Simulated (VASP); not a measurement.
A run of VASP 6.6.1 is set up as follows.

Contents of INCAR:

```
PREC     = Accurate       # precision mode
ENCUT    = 520            # plane-wave cutoff, eV
EDIFF    = 1E-7           # SCF threshold, eV
ISMEAR   = 0              # smearing method
SIGMA    = 0.1            # smearing width, eV
LREAL    = False          # projectors in reciprocal space
LASPH    = True           # aspherical terms in the spheres
NELM     = 100            # most SCF steps
ALGO     = Normal         # electronic algorithm
ISIF     = 2              # what is computed and relaxed
LWAVE    = False          # write WAVECAR
LCHARG   = False          # write CHGCAR
GGA      = PE             # functional
NBANDS   = 8              # bands
```

Contents of KPOINTS:

```
Automatic mesh
0
Gamma
  34 34 34
```

Contents of POSCAR:

```
Al
1.0
    0.0000000000      2.0201127733      2.0201127733
    2.0201127733      0.0000000000      2.0201127733
    2.0201127733      2.0201127733      0.0000000000
Al
1
Direct
    0.0000000000      0.0000000000      0.0000000000
```

Potentials or basis: VASP PAW PBE potentials, release 64 (Al).

The run is started by

```bash
$ cat potpaw_PBE.64/Al/POTCAR > POTCAR
$ mpirun -np 1 vasp_std > vasp.out
```

Problem. What does it give for the pressure?

Solution. 0.0 GPa.

Problem. What does it give for the band gap on the k mesh?

Solution. Zero (an odd number of electrons rules out a gap without spin polarisation).
